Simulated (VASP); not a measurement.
The system is As.

```
As
1.0
     1.88080    1.08588    3.51406
    -1.88080    1.08588    3.51406
     0.00000   -2.17176    3.51406
As
2
Direct
  0.77400 0.77400 0.77400
  0.22600 0.22600 0.22600
```

* Program: VASP 6.6.1
* Task: relaxation of cell and atoms
* Functional: PBEsol
* Potentials or basis: VASP PAW PBE potentials, release 64 (As)
* Cutoff: 600 eV
* k mesh: 12 × 12 × 12
* Occupations: gaussian, width 0.1 eV
* Spin: no spin polarisation

At the start: pressure 0.8 GPa; volume 21.53 Å³/atom.

Question: Where does the relaxation end?

Answer: Over 13 steps the energy falls by 11.4 meV/atom and the volume is 20.89 Å³/atom (-3.0 %); space group R-3m (No. 166, to 0.05 Å).

The path:
```csv
step,energy change (eV),largest force (eV/Å),pressure (GPa),volume (Å³)
1,0.0000,0.4428,0.75,43.06
2,-0.0085,0.0037,-1.54,43.69
3,-0.0090,0.0809,-1.10,43.57
4,-0.0152,0.0285,-0.55,42.87
5,-0.0185,0.0356,0.31,41.96
6,-0.0219,0.0409,0.10,41.81
7,-0.0226,0.0414,-0.02,41.72
8,-0.0226,0.0412,-0.03,41.71
9,-0.0227,0.0077,0.14,41.68
10,-0.0227,0.0028,0.11,41.69
11,-0.0227,0.0022,-0.05,41.80
12,-0.0227,0.0005,0.01,41.76
13,-0.0227,0.0020,0.00,41.77
```

Final structure:
```
CELL_PARAMETERS angstrom
1.89483 1.09398 3.35846
-1.89483 1.09398 3.35846
0.00000 -2.18796 3.35846
ATOMIC_POSITIONS crystal
As 0.76944 0.76944 0.76944
As 0.23056 0.23056 0.23056
```

Caveat: the PAW data sets were made with another functional, which shifts forces and pressure a little.
